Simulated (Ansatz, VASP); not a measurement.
## One calculation of Re, two programs

```
Re
1.0
     2.76080    0.00000    0.00000
    -1.38040    2.39092    0.00000
     0.00000    0.00000    4.45820
Re
2
Direct
  0.33333 0.66667 0.25000
  0.66667 0.33333 0.75000
```

Alike in both runs: task relaxation of cell and atoms; functional LDA; k mesh 13 × 13 × 7; occupations fermi-dirac, width 0.1 eV; no spin polarisation.

|  | VASP | Ansatz |
| --- | --- | --- |
| version | VASP 6.6.1 | Ansatz 0.2.0 |
| potentials or method | VASP PAW LDA potentials, release 64 (Re), cutoff 600 eV | plane waves (420 eV) with PAW, scalar-relativistic |
| valence electrons in the cell | 14 | 30 |

```tsv
	VASP	Ansatz	Ansatz less VASP
relaxed volume (Å³/atom)	14.39	14.33	-0.058
relaxed cell length with the largest relative difference (Å)	2.743	2.739	-0.0041
```

Ansatz warns that its potentials were made for another functional, while VASP's fit it. LDA's correlation is that of Perdew and Zunger in VASP and of Perdew and Wang (1992) in Ansatz. VASP's potentials hold 14 valence electrons a cell and Ansatz's 30, so a difference there can come from the potentials and not from the codes.

Neither program's run includes spin-orbit coupling.
